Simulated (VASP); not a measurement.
Wanted: the native input for a VASP 6.6.1 run.

- Task: single point
- Functional: r2SCAN
- Potentials or basis: VASP PAW PBE potentials, release 64 (Li_sv, Br)
- Cutoff: 830 eV
- k mesh: 8 × 8 × 8
- Occupations: gaussian, width 0.02 eV
- Spin: no spin polarisation
- Dipole correction: no
- Further INCAR settings: ALGO = Normal; EDIFF = 1e-06; NBANDS = 12

The system is LiBr.

```
Li Br
1.0
     0.00000    2.73972    2.73972
     2.73972    0.00000    2.73972
     2.73972    2.73972    0.00000
Li Br
1 1
Direct
  0.00000 0.00000 0.00000
  0.50000 0.50000 0.50000
```

The input as run:

POSCAR

```
LiBr
1.0
    0.0000000000      2.7397228960      2.7397228960
    2.7397228960      0.0000000000      2.7397228960
    2.7397228960      2.7397228960      0.0000000000
Li Br
1 1
Direct
    0.0000000000      0.0000000000      0.0000000000
    0.5000000000      0.5000000000      0.5000000000
```

INCAR.step1

```
SYSTEM = LiBr
ALGO = Normal ; EDIFF = 1E-5
ENCUT = 830 ; GGA = PE
GGA_COMPAT = .FALSE. ; ISMEAR = 0
LASPH = .TRUE. ; LCHARG = .FALSE.
LREAL = .FALSE. ; LWAVE = .TRUE.
NBANDS = 12 ; NELM = 120
PREC = Accurate ; SIGMA = 0.02
```

INCAR.step2

```
SYSTEM = LiBr
ALGO = Normal ; EDIFF = 1E-6
ENCUT = 830 ; GGA_COMPAT = .FALSE.
ISIF = 2 ; ISMEAR = 0
ISTART = 1 ; LASPH = .TRUE.
LCHARG = .FALSE. ; LMIXTAU = .TRUE.
LREAL = .FALSE. ; LWAVE = .FALSE.
METAGGA = R2SCAN ; NBANDS = 12
NELM = 120 ; PREC = Accurate
SIGMA = 0.02
```

KPOINTS

```
k-points
0
G
  8 8 8
  0 0 0
```

Potentials or basis: VASP PAW PBE potentials, release 64 (Li_sv, Br).

Command:

```console
$ cat potpaw_PBE.64/Li_sv/POTCAR potpaw_PBE.64/Br/POTCAR > POTCAR
$ cp INCAR.step1 INCAR
$ mpirun -np 1 vasp_std > vasp.out
$ cp INCAR.step2 INCAR
$ mpirun -np 1 vasp_std > vasp.out
```

It gave:

```
Pressure               : -0.4 GPa
Band gap on the k mesh : 5.93 eV
```

Caveat: the PAW data sets were made with another functional, which shifts forces and pressure a little.

It took 3.5 min on 1 thread of Intel Xeon 8259CL, on a shared host, peak memory 0.23 GiB.
